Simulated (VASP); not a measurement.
Runs of VASP 6.6.1 on Na2C3. The structure is that of space group R-3m (No. 166), or close to it. The cells are those of the table. 

| task | spin | cell | k mesh | cutoff (eV) | gap on the mesh (eV) | pressure (GPa) | moment (μB) | largest force (eV/Å) |
| --- | --- | --- | --- | --- | --- | --- | --- | --- |
| single point | collinear, ferromagnetic start | a = 8.743 Å, angles 21.6°, 5 atoms | 6 × 6 × 6 | 520 | none | 0.1 | (a) | 0.01 |
| relaxation of cell and atoms | off | relaxed from a = 6.716 Å, angles 35.8°, 5 atoms | 6 × 6 × 6 | 600 | none | 0.1 | - | 0.04 |
| single point | off | a = 8.562 Å, angles 21.9°, 5 atoms | 12 × 12 × 12 | 520 | none | 0.0 | - | - |
| single point | off | a = 6.716 Å, angles 35.8°, 5 atoms | 6 × 6 × 6 | 520 | none | 23.9 | - | 12.12 |
| single point | off | a = 8.743 Å, angles 21.6°, 5 atoms | 6 × 6 × 6 | 520 | none | 0.1 | - | 0.01 |
| single point | collinear, ferromagnetic start | a = 6.716 Å, angles 35.8°, 5 atoms | 6 × 6 × 6 | 520 | none | 23.9 | 0.01 | 12.12 |

Alike in all rows: level PBE; potentials or basis VASP PAW PBE potentials, release 64 (Na_pv, C); smearing gaussian 0.1 eV.

Problem. Estimate the missing entries.

Solution. (a) 0.00.

Caveats: some runs use coarse meshes; forces of over 1 eV/Å act on the atoms, so gaps and moduli don't describe the material at rest (some runs).

A gap of «none» marks levels without a gap at the run's occupations.
